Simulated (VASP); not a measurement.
Runs of VASP 6.6.1 on RuSeS. The structure is that of space group P3m1 (No. 156), or close to it. The cells are those of the table. 

```tsv
spin	cell	k mesh	gap on the mesh (eV)	moment (μB)	largest force (eV/Å)
off	a = 3.555, b = 3.555, c = 30.126 Å, angles 90.0, 90.0, 120.0°, 3 atoms	18 × 18 × 1	none	-	-
collinear, ferromagnetic start	a = 3.559, b = 3.559, c = 30.126 Å, angles 90.0, 90.0, 120.0°, 3 atoms	6 × 6 × 1	none	0.00	0.02
collinear, ferromagnetic start	a = 3.815, b = 3.815, c = 18.000 Å, angles 90.0, 90.0, 120.0°, 3 atoms	6 × 6 × 1	none	(a)	(b)
off	a = 3.559, b = 3.559, c = 30.126 Å, angles 90.0, 90.0, 120.0°, 3 atoms	18 × 18 × 1	none	-	0.07
```

Alike in all rows: task single point; level PBE; potentials or basis VASP PAW PBE potentials, release 64 (Ru_pv, Se, S); cutoff (eV) 520; smearing gaussian 0.1 eV.

Task: Estimate the missing entries.

Result: (a) 2.00; (b) 2.43.

A k mesh can miss the band edges, and the runs leave out spin-orbit coupling on Ru, Se.

A gap of «none» marks levels without a gap at the run's occupations.
